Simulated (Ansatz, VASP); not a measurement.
## P in VASP and in Ansatz

```
P
1.0
    -2.43474    0.00000   -0.00524
     0.00000   -2.43463    0.00000
    -0.26328    0.00000    9.58537
P
4
Direct
  0.91250 0.00000 0.87500
  0.96250 0.00000 0.37500
  0.98750 0.00000 0.12500
  0.93750 0.00000 0.62500
```

Alike in both runs: task single point; functional PBEsol; k mesh 24 × 24 × 6; occupations gaussian, width 0.15 eV; no spin polarisation.

|  | VASP | Ansatz |
| --- | --- | --- |
| version | VASP 6.6.1 | Ansatz 0.2.0 |
| potentials or method | VASP PAW PBE potentials, release 64 (P), cutoff 520 eV | scalar-relativistic, plane waves, PAW |
| valence electrons in the cell | 20 | 20 |

|  | VASP | Ansatz | Ansatz less VASP |
| --- | --- | --- | --- |
| gap on the k mesh at the Fermi level (eV) | none | none | - |
| pressure (GPa) | -0.2 | -0.3 | -0.09 |
| traceless stress, the component that is largest in VASP (GPa) | 1.59 | 1.61 | +0.021 |
| rms of the force components (eV/Å) | 0.093 | 0.093 | -0.0001 |

VASP's potentials were made for PBE, not for PBEsol. Atom by atom the forces differ by 0.000 eV/Å (rms over components). A gap of «none» marks a metal or a gap that the smearing closes. The functional is the same, so the differences come from potentials, cutoffs and numerics.
